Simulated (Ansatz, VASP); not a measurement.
**Ir in VASP and in Ansatz**

```
CELL_PARAMETERS angstrom
0.06447 1.83736 1.75605
1.94181 0.07743 1.74308
2.17282 2.05540 -0.15358
ATOMIC_POSITIONS crystal
Ir 0.00000 0.00000 0.00000
```

Alike in both runs: task relaxation of cell and atoms; functional r2SCAN; dispersion rVV10; k mesh 12 × 13 × 11; occupations fermi-dirac, width 0.05 eV; no spin polarisation.

|  | VASP | Ansatz |
| --- | --- | --- |
| version | VASP 6.6.1 | Ansatz 0.2.0 |
| potentials or method | VASP PAW PBE potentials, release 64 (Ir) | Ansatz PAW |
| plane-wave cutoff (eV) | 600 | 500 |
| valence electrons in the cell | 9 | 17 |

|  | VASP | Ansatz | Ansatz less VASP |
| --- | --- | --- | --- |
| gap on the k mesh at the Fermi level, each at its own relaxed structure (eV) | none | none | - |
| relaxed volume (Å³/atom) | 14.23 | 14.08 | -0.147 |
| relaxed length of the cell vector where the two differ most in proportion (Å) | 2.725 | 2.716 | -0.0095 |

VASP's potentials were made for PBE, not for r2SCAN. A gap of «none» marks a metal or a gap that the smearing closes. VASP's potentials hold 9 valence electrons a cell and Ansatz's 17, so a difference there can come from the potentials and not from the codes.

Neither program's run includes spin-orbit coupling. Noted on Ansatz's run: the plane-wave basis is chosen anew once the cell has moved, so the energies of steps on either side of that aren't comparable.
